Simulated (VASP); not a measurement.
A run of VASP 6.6.1 is set up as follows.

POSCAR

```
Co
1.0
    0.0000000000      2.5175796316      2.5175796316
    2.5175796316      0.0000000000      2.5175796316
    2.5175796316      2.5175796316      0.0000000000
Co
2
Direct
    0.0000000000      0.0000000000      0.0000000000
    0.2500000000      0.2500000000      0.2500000000
```

File INCAR.step1:

```
SYSTEM = Co
  PREC = Accurate
  ENCUT = 520
  ISMEAR = 0
  SIGMA = 0.1
  LREAL = .FALSE.
  LASPH = .TRUE.
  NELM = 150
  ISPIN = 2
  MAGMOM = 2.1 2.1
  LMAXMIX = 4
  NBANDS = 20
  GGA = PE
  ALGO = Normal
  EDIFF = 1E-4
  LWAVE = .TRUE.
  LCHARG = .FALSE.
```

Contents of INCAR.step2:

```
SYSTEM = Co
  PREC = Accurate
  ENCUT = 520
  EDIFF = 1E-6
  ISMEAR = 0
  SIGMA = 0.1
  LREAL = .FALSE.
  LASPH = .TRUE.
  NELM = 150
  ALGO = Normal
  ISIF = 2
  LWAVE = .FALSE.
  LCHARG = .TRUE.
  ISPIN = 2
  MAGMOM = 2.1 2.1
  LORBIT = 11
  LMAXMIX = 4
  METAGGA = R2SCAN
  LMIXTAU = .TRUE.
  LELF = .TRUE.
  LVHAR = .TRUE.
  NBANDS = 20
  ISTART = 1
```

KPOINTS

```
regular mesh
0
G
  14 14 14
  0 0 0
```

Potentials or basis: VASP PAW PBE potentials, release 64 (Co).

Command:

```sh
$ cat potpaw_PBE.64/Co/POTCAR > POTCAR
$ cp INCAR.step1 INCAR
$ mpirun -np 1 vasp_std > vasp.out
$ cp INCAR.step2 INCAR
$ mpirun -np 1 vasp_std > vasp.out
```

Q: Predict the net moment.

A: 3.67 μB per cell.

Q: Estimate the pressure.

A: -0.5 GPa.

Q: Estimate the site moments.

A: Co +1.85 μB.

Caveat: the PAW data sets were made with another functional, which shifts forces and pressure a little.
